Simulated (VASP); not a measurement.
# TiAl (R-3m) in VASP: further runs

TiAl is run at these levels: r2SCAN; tasks: single point.

All numbers are computed with VASP 6.6.1; they aren't measurements. Logs are shortened: lines on timing, memory, paths and dates and some standing lists are left out, and cuts for length are marked.

**1. The cell of the first run**

Symmetry: R-3m, No. 166, trigonal system. The conventional cell has a = 4.606 Å, b = 4.606 Å, c = 5.246 Å, α = 90.00°, β = 90.00°, γ = 120.00°. Ti (site symmetry -3m) has 8 Al at 2.62 to 2.80 Å and 6 Ti at 3.18 Å within 3.5 Å. Al (site symmetry -3m) has 8 Ti at 2.62 to 2.80 Å and 6 Al at 3.18 Å within 3.5 Å.

**2. Single point, r2SCAN**

File POSCAR:

```
TiAl
1.0
    3.1809095539     -0.0759944262     -0.0759944262
   -0.0759944262      3.1809095539     -0.0759944262
   -0.0759944262     -0.0759944262      3.1809095539
Ti Al
1 1
Direct
    0.0000000000      0.0000000000      0.0000000000
    0.5000000000      0.5000000000      0.5000000000
```

File INCAR.step1:

```
PREC = Accurate
ENCUT = 520
ISMEAR = 0
SIGMA = 0.15
LREAL = False
LASPH = True
NELM = 80
NBANDS = 14
GGA = PE
ALGO = Normal
EDIFF = 1E-4
LWAVE = True
LCHARG = False
```

File INCAR.step2:

```
PREC = Accurate
ENCUT = 520
EDIFF = 1E-6
ISMEAR = 0
SIGMA = 0.15
LREAL = False
LASPH = True
NELM = 80
ALGO = Normal
ISIF = 2
LWAVE = False
LCHARG = False
METAGGA = R2SCAN
LMIXTAU = True
NBANDS = 14
ISTART = 1
```

File KPOINTS:

```
Automatic mesh
0
Gamma
  16 16 16
```

Potentials or basis: VASP PAW PBE potentials, release 64 (Ti_sv, Al).

The run is started by

```console
$ cat potpaw_PBE.64/Ti_sv/POTCAR potpaw_PBE.64/Al/POTCAR > POTCAR
$ cp INCAR.step1 INCAR
$ mpirun -np 1 vasp_std > vasp.out
$ cp INCAR.step2 INCAR
$ mpirun -np 1 vasp_std > vasp.out
```

OUTCAR:

```text
PREC = Accurate
   ENCUT = 520
   EDIFF = 1E-6
   ISMEAR = 0
   LREAL = False
   LASPH = True
   NELM = 80
   ISIF = 2
   METAGGA = R2SCAN
   ISTART = 1

 ion  position               nearest neighbor table
   1  0.000  0.000  0.000-   2 2.62   2 2.62   2 2.80   2 2.80   2 2.80   2 2.80   2 2.80   2 2.80

   2  0.500  0.500  0.500-   1 2.62   1 2.62   1 2.80   1 2.80   1 2.80   1 2.80   1 2.80   1 2.80

  LATTYP: Found a trigonal (rhomboedric) cell.
 ALAT       =     3.1827246026
 COS(alpha) =    -0.0471569688

  Lattice vectors:

 A1 = (   3.1809095539,  -0.0759944262,  -0.0759944262)
 A2 = (  -0.0759944262,   3.1809095539,  -0.0759944262)
 A3 = (  -0.0759944262,  -0.0759944262,   3.1809095539)

Analysis of symmetry for initial positions (statically):
=====================================================================
 Subroutine PRICEL returns:
 Original cell was already a primitive cell.

 Routine SETGRP: Setting up the symmetry group for a
 trigonal (rhombohedral) supercell.

 Subroutine GETGRP returns: Found 12 space group operations
 (whereof 12 operations were pure point group operations)
 out of a pool of 12 trial point group operations.

The static configuration has the point symmetry D_3d.

Analysis of symmetry for dynamics (positions and initial velocities):
=====================================================================
 Subroutine PRICEL returns:
 Original cell was already a primitive cell.

 Routine SETGRP: Setting up the symmetry group for a
 trigonal (rhombohedral) supercell.

 Subroutine GETGRP returns: Found 12 space group operations
 (whereof 12 operations were pure point group operations)
 out of a pool of 12 trial point group operations.

The dynamic configuration has the point symmetry D_3d.

 Subroutine INISYM returns: Found 12 space group operations
 (whereof 12 operations are pure point group operations),
 and found     1 'primitive' translations

----------------------------------------------------------------------------------------

                                     Primitive cell

  volume of cell :      32.1290

  direct lattice vectors                    reciprocal lattice vectors
     3.180909554 -0.075994426 -0.075994426     0.314743576  0.007703514  0.007703514
    -0.075994426  3.180909554 -0.075994426     0.007703514  0.314743576  0.007703514
    -0.075994426 -0.075994426  3.180909554     0.007703514  0.007703514  0.314743576

  length of vectors
     3.182724603  3.182724603  3.182724603     0.314932067  0.314932067  0.314932067

  position of ions in fractional coordinates (direct lattice)
     0.000000000  0.000000000  0.000000000
     0.500000000  0.500000000  0.500000000

  ion indices of the primitive-cell ions
[... 89 lines left out ...]
   EFERMI =   0.00;   METHOD = LEGACY
   ISMEAR =     0;   SIGMA  =   0.15  broadening in eV -4-tet -1-fermi 0-gaus
   EFERMI_NEDOS =   21; number of points for ismear=-14 and -15
   IALGO  =     38    algorithm
   IMIX   =      4    mixing-type and parameters
     AMIX     =   0.40;   BMIX     =  1.00
     AMIX_MAG =   1.60;   BMIX_MAG =  1.00
  volume/ion in A,a.u.               =      16.06       108.41
  Fermi-wavevector in a.u.,A,eV,Ry     =   1.270007  2.399964 21.945065  1.612917
  Thomas-Fermi vector in A             =   2.403017
   LORBIT       =      0    0 simple, 1 ext, 2 COOP (PROOUT), +10 PAW based schemes
   METAGGA = R2SCAN    functional components
   LHFCALC =     F    Hartree Fock is set to
   AEXX    =    0.0000 exact exchange contribution
   IVDW    =     0    specifies the selected vdW correction
   LEPSILON=     F    determine dielectric tensor
   LRPA    =     F    only Hartree local field effects (RPA)
 non-spin polarized calculation
 Gauss-broadening in eV      SIGMA  =   0.15
  energy-cutoff  :      520.00
  volume of cell :       32.13
 maximum number of plane-waves:       882
   NGX = 11   NGY = 11   NGZ = 11

 number of electron      14.9999986 magnetization

 Free energy of the ion-electron system (eV)
  ---------------------------------------------------
  ext. energy  EPLUGINS =         0.00000000
  ---------------------------------------------------
  free energy    TOTEN  =       -20.25305669 eV

  energy without entropy =      -20.22846998  energy(sigma->0) =      -20.24076333

 E-fermi :   8.7708     XC(G=0): -11.8983

 val. band max:        8.7684140475   @ k =   0.2500   0.2500   0.1250
 cond. band min:       8.7737476186   @ k =   0.3125   0.3125   0.1875
 fundamental gap:      0.0053335710
 Fermi energy:         8.7707702988

 k-point     1 :       0.0000    0.0000    0.0000
  band No.  band energies     occupation
      1     -50.4589      2.00000
      2     -25.6530      2.00000
      3     -25.5972      2.00000
      4     -25.5972      2.00000
      5      -1.0267      2.00000
      6       7.2258      2.00000
      7       7.2258      2.00000
      8      10.5612      0.00000
      9      10.9512      0.00000
     10      10.9512      0.00000
     11      13.3303      0.00000
     12      13.5631      0.00000
     13      13.5631      0.00000
     14      17.9528      0.00000
[... 377 lines left out ...]
      1     -50.4577      2.00000
      2     -25.6564      2.00000
      3     -25.6041      2.00000
      4     -25.5982      2.00000
      5      -0.9027      2.00000
      6       7.2106      2.00000
      7       7.2526      2.00000
      8      10.3989      0.00000
      9      10.7867      0.00000
     10      10.7877      0.00000
     11      13.1889      0.00000
     12      13.5676      0.00000
     13      13.8243      0.00000
     14      17.9701      0.00000

 [... further k-points ...]

------------------------ aborting loop because EDIFF is reached ----------------------------------------

  FORCE on cell =-STRESS in cart. coord.  units (eV):
  Direction    XX          YY          ZZ          XY          YZ          ZX
  --------------------------------------------------------------------------------------
  -------------------------------------------------------------------------------------
  Total        0.0143069      0.0143069      0.0143069      1.0400933      1.0400933      1.0400933
  in kB        0.7134429      0.7134429      0.7134429     51.8662754     51.8662754     51.8662754
  external PRESSURE =       0.7134429 kB  Pullay stress =       0.0000000 kB

 VOLUME and BASIS-vectors are now :
 -----------------------------------------------------------------------------
  energy-cutoff  :      520.00
  volume of cell :       32.13
      direct lattice vectors                 reciprocal lattice vectors
     3.180909554 -0.075994426 -0.075994426     0.314743576  0.007703514  0.007703514
    -0.075994426  3.180909554 -0.075994426     0.007703514  0.314743576  0.007703514
    -0.075994426 -0.075994426  3.180909554     0.007703514  0.007703514  0.314743576

 POSITION                                       TOTAL-FORCE (eV/Angst)
 -----------------------------------------------------------------------------------
      0.00000      0.00000      0.00000        -0.000000      0.000000      0.000000
      1.51446      1.51446      1.51446         0.000000     -0.000000      0.000000
 -----------------------------------------------------------------------------------
    total drift:                                0.000000      0.000000      0.000000

  FREE ENERGIE OF THE ION-ELECTRON SYSTEM (eV)
  ---------------------------------------------------
  free  energy   TOTEN  =       -20.2530566876 eV

  energy  without entropy=      -20.2284699797  energy(sigma->0) =      -20.24076333
```

OUTCAR.step1:

```text
PREC = Accurate
   ENCUT = 520
   ISMEAR = 0
   LREAL = False
   LASPH = True
[... 631 lines left out ...]
      0.00000      0.00000      0.00000        -0.000000      0.000000      0.000000
      1.51446      1.51446      1.51446         0.000000     -0.000000      0.000000
 -----------------------------------------------------------------------------------
    total drift:                                0.000000      0.000000      0.000000

  FREE ENERGIE OF THE ION-ELECTRON SYSTEM (eV)
  ---------------------------------------------------
  free  energy   TOTEN  =       -12.0594763746 eV

  energy  without entropy=      -12.0299831990  energy(sigma->0) =      -12.04472979
```

Wall time 2.3 min (1 thread of Intel Xeon 6975P-C (Granite Rapids), shared host); peak memory 0.3 GiB.

Results:

```yaml
Free_energy: -20.2531 eV
Pressure: 0.1 GPa
```

Stress tensor (GPa, compression positive):
```
0.07 5.19 5.19
5.19 0.07 5.19
5.19 5.19 0.07
```

Caveat: the PAW data sets were made with another functional, which shifts forces and pressure a little.

**3. Single point, r2SCAN**

File POSCAR:

```
TiAl
1.0
    3.1811744159      0.0826279069      0.0826279069
    0.0826279069      3.1811744159      0.0826279069
    0.0826279069      0.0826279069      3.1811744159
Ti Al
1 1
Direct
    0.0000000000      0.0000000000      0.0000000000
    0.5000000000      0.5000000000      0.5000000000
```

File INCAR.step1:

```
SYSTEM = TiAl
PREC = Accurate ; ENCUT = 520
ISMEAR = 0 ; SIGMA = 0.15
LREAL = .FALSE. ; LASPH = .TRUE.
NELM = 100 ; NBANDS = 14
GGA = PE ; ALGO = Normal
EDIFF = 1E-4 ; LWAVE = .TRUE.
LCHARG = .FALSE.
```

File INCAR.step2:

```
SYSTEM = TiAl
PREC = Accurate ; ENCUT = 520
EDIFF = 1E-6 ; ISMEAR = 0
SIGMA = 0.15 ; LREAL = .FALSE.
LASPH = .TRUE. ; NELM = 100
ALGO = Normal ; ISIF = 2
LWAVE = .FALSE. ; LCHARG = .FALSE.
METAGGA = R2SCAN ; LMIXTAU = .TRUE.
NBANDS = 14 ; ISTART = 1
```

File KPOINTS:

```
regular mesh
0
G
  16 16 16
  0 0 0
```

Potentials or basis: VASP PAW PBE potentials, release 64 (Ti_sv, Al).

The run is started by

```console
$ cat potpaw_PBE.64/Ti_sv/POTCAR potpaw_PBE.64/Al/POTCAR > POTCAR
$ cp INCAR.step1 INCAR
$ mpirun -np 1 vasp_std > vasp.out
$ cp INCAR.step2 INCAR
$ mpirun -np 1 vasp_std > vasp.out
```

OUTCAR:

```text
SYSTEM = TiAl
   PREC = Accurate
   ENCUT = 520
   EDIFF = 1E-6
   ISMEAR = 0
   LREAL = .FALSE.
   LASPH = .TRUE.
   NELM = 100
   ISIF = 2
   METAGGA = R2SCAN
   ISTART = 1

 ion  position               nearest neighbor table
   1  0.000  0.000  0.000-   2 2.71   2 2.71   2 2.71   2 2.71   2 2.71   2 2.71   2 2.90   2 2.90

   2  0.500  0.500  0.500-   1 2.71   1 2.71   1 2.71   1 2.71   1 2.71   1 2.71   1 2.90   1 2.90

  LATTYP: Found a trigonal (rhomboedric) cell.
 ALAT       =     3.1833198718
 COS(alpha) =     0.0525517938

  Lattice vectors:
[... 597 lines left out ...]

  FORCE on cell =-STRESS in cart. coord.  units (eV):
  Direction    XX          YY          ZZ          XY          YZ          ZX
  --------------------------------------------------------------------------------------
  -------------------------------------------------------------------------------------
  Total        0.0070266      0.0070266      0.0070266     -0.5198577     -0.5198577     -0.5198577
  in kB        0.3503954      0.3503954      0.3503954    -25.9237181    -25.9237181    -25.9237181
  external PRESSURE =       0.3503954 kB  Pullay stress =       0.0000000 kB

 VOLUME and BASIS-vectors are now :
 -----------------------------------------------------------------------------
  energy-cutoff  :      520.00
  volume of cell :       32.13
      direct lattice vectors                 reciprocal lattice vectors
     3.181174416  0.082627907  0.082627907     0.314763273 -0.007968690 -0.007968690
     0.082627907  3.181174416  0.082627907    -0.007968690  0.314763273 -0.007968690
     0.082627907  0.082627907  3.181174416    -0.007968690 -0.007968690  0.314763273

 POSITION                                       TOTAL-FORCE (eV/Angst)
 -----------------------------------------------------------------------------------
      0.00000      0.00000      0.00000         0.000000     -0.000000      0.000000
      1.67322      1.67322      1.67322        -0.000000      0.000000     -0.000000
 -----------------------------------------------------------------------------------
    total drift:                               -0.000000      0.000000      0.000000

  FREE ENERGIE OF THE ION-ELECTRON SYSTEM (eV)
  ---------------------------------------------------
  free  energy   TOTEN  =       -20.2763062230 eV

  energy  without entropy=      -20.2547447171  energy(sigma->0) =      -20.26552547
```

OUTCAR.step1:

```text
SYSTEM = TiAl
   PREC = Accurate
   ENCUT = 520
   ISMEAR = 0
   LREAL = .FALSE.
   LASPH = .TRUE.
[... 631 lines left out ...]
      0.00000      0.00000      0.00000         0.000000     -0.000000     -0.000000
      1.67322      1.67322      1.67322        -0.000000      0.000000      0.000000
 -----------------------------------------------------------------------------------
    total drift:                               -0.000000      0.000000      0.000000

  FREE ENERGIE OF THE ION-ELECTRON SYSTEM (eV)
  ---------------------------------------------------
  free  energy   TOTEN  =       -12.0802024636 eV

  energy  without entropy=      -12.0545282575  energy(sigma->0) =      -12.06736536
```

OSZICAR.step1:

```text
N       E                     dE             d eps       ncg     rms          rms(c)
DAV:   1     0.100642609537E+03    0.10064E+03   -0.70932E+03 11694   0.108E+03
DAV:   2    -0.808700437726E+01   -0.10873E+03   -0.10475E+03 12036   0.302E+02
DAV:   3    -0.136032679327E+02   -0.55163E+01   -0.53716E+01 17826   0.652E+01
DAV:   4    -0.137660467322E+02   -0.16278E+00   -0.16222E+00 13144   0.993E+00
DAV:   5    -0.137716045509E+02   -0.55578E-02   -0.55571E-02 16838   0.176E+00    0.992E+00
DAV:   6    -0.121643041483E+02    0.16073E+01   -0.52897E+00 13132   0.313E+01    0.300E+00
DAV:   7    -0.120873857022E+02    0.76918E-01   -0.49073E-01 12736   0.927E+00    0.177E+00
DAV:   8    -0.120843398035E+02    0.30459E-02   -0.62084E-02 15750   0.270E+00    0.653E-01
DAV:   9    -0.120800327681E+02    0.43070E-02   -0.12106E-02 13488   0.152E+00    0.173E-01
DAV:  10    -0.120801960472E+02   -0.16328E-03   -0.34838E-04 13522   0.169E-01    0.883E-02
DAV:  11    -0.120802024636E+02   -0.64164E-05   -0.12032E-04  8214   0.133E-01
   1 F= -.12080202E+02 E0= -.12067365E+02  d E =-.256742E-01
```

Run time: 2.3 min. Hardware: 1 thread of Intel Xeon 6975P-C (Granite Rapids), shared host; peak memory 0.3 GiB.

Results:

```
Free energy : -20.2763 eV
Pressure    : 0.0 GPa
```

Stress tensor (GPa, compression positive):
```
 0.04 -2.59 -2.59
-2.59  0.04 -2.59
-2.59 -2.59  0.04
```

Caveat: the PAW data sets were made with another functional, which shifts forces and pressure a little.
